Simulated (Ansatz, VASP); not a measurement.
**VSi in VASP and in Ansatz**

INCAR

```
ALGO = Normal
EDIFF = 1E-6
EDIFFG = -0.005
ENCUT = 600
GGA = PE
IBRION = 2
ISIF = 3
ISMEAR = -1
ISPIN = 2
LASPH = T
LCHARG = F
LMAXMIX = 4
LORBIT = 11
LREAL = F
LWAVE = F
MAGMOM = 1.5 0
NELM = 150
NSW = 100
PREC = Accurate
SIGMA = 0.03
```

KPOINTS

```
k-points
0
Gamma
  13 13 13
```

File POSCAR:

```
VSi
1.0
    0.0000000000      2.4315819533      2.4315819533
    2.4315819533      0.0000000000      2.4315819533
    2.4315819533      2.4315819533      0.0000000000
V Si
1 1
Direct
    0.0000000000      0.0000000000      0.0000000000
    0.5000000000      0.5000000000      0.5000000000
```

Input for Ansatz:

```yaml
crystal:
  lattice:
    - [0.0, 2.4315819533, 2.4315819533]
    - [2.4315819533, 0.0, 2.4315819533]
    - [2.4315819533, 2.4315819533, 0.0]
  atoms:
    - { symbol: V, position: [0.0, 0.0, 0.0], spin: 1.5 }
    - { symbol: Si, position: [0.5, 0.5, 0.5] }
magnetization:
  spin_polarized: true
kpoints:
  mp_grid: { grid: [13, 13, 13] }
scf:
  occupations: { method: fermi_dirac, width: 0.03 }
hamiltonian:
  xc: pbe
  pseudopotentials: { kind: paw }
output:
  forces: true
  stress: true
relax:
  f_tol: 0.005
  max_steps: 80
  cell: {}
```

Alike in both runs: task relaxation of cell and atoms; functional PBE; k mesh 13 × 13 × 13; occupations fermi-dirac, width 0.03 eV; collinear spin.

```csv
,VASP,Ansatz
version,VASP 6.6.1,Ansatz 0.2.0
potentials or method,"VASP PAW PBE potentials, release 64 (V_sv, Si)","PAW with Ansatz's default frozen-core files, scalar-relativistic"
plane-wave cutoff (eV),600,420
valence electrons in the cell,17,17
```

```tsv
	VASP	Ansatz	Ansatz less VASP
net moment per atom (μB)	0.00	0.00	0.000
relaxed volume (Å³/atom)	14.60	14.59	-0.012
relaxed cell length with the largest relative difference (Å)	3.457	3.456	-0.0009
```

Ansatz's warnings: seeded moment not kept.
